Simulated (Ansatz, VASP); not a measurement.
# Two plane-wave programs on WS2

```
CELL_PARAMETERS angstrom
3.15409 0.00000 0.00000
-1.57705 2.73152 0.00000
0.00000 0.00000 12.14091
ATOMIC_POSITIONS crystal
W 0.33333 0.66667 0.25000
W 0.66667 0.33333 0.75000
S 0.33333 0.66667 0.62030
S 0.66667 0.33333 0.12030
S 0.33333 0.66667 0.87970
S 0.66667 0.33333 0.37970
```

Alike in both runs: functional PBE; dispersion D3(BJ); k mesh 12 × 12 × 4; occupations gaussian, width 0.02 eV; no spin polarisation.

Ansatz relaxed the structure, and its values are those at the end. VASP's run is a single point on that final structure, the one shown.

|  | VASP | Ansatz |
| --- | --- | --- |
| version | VASP 6.6.1 | Ansatz 0.2.0 |
| potentials or method | VASP PAW PBE potentials, release 64 (W_sv, S), cutoff 500 eV | scalar-relativistic, plane waves, PAW |
| valence electrons in the cell | 52 | 52 |

|  | VASP | Ansatz | Ansatz less VASP |
| --- | --- | --- | --- |
| gap on the k mesh at the Fermi level (eV) | 0.91 | 0.89 | -0.017 |
| least direct gap on the mesh (eV) | 1.83 | 1.83 | -0.003 |
| pressure (GPa) | 0.0 | 0.0 | +0.04 |

Neither program's run includes spin-orbit coupling.
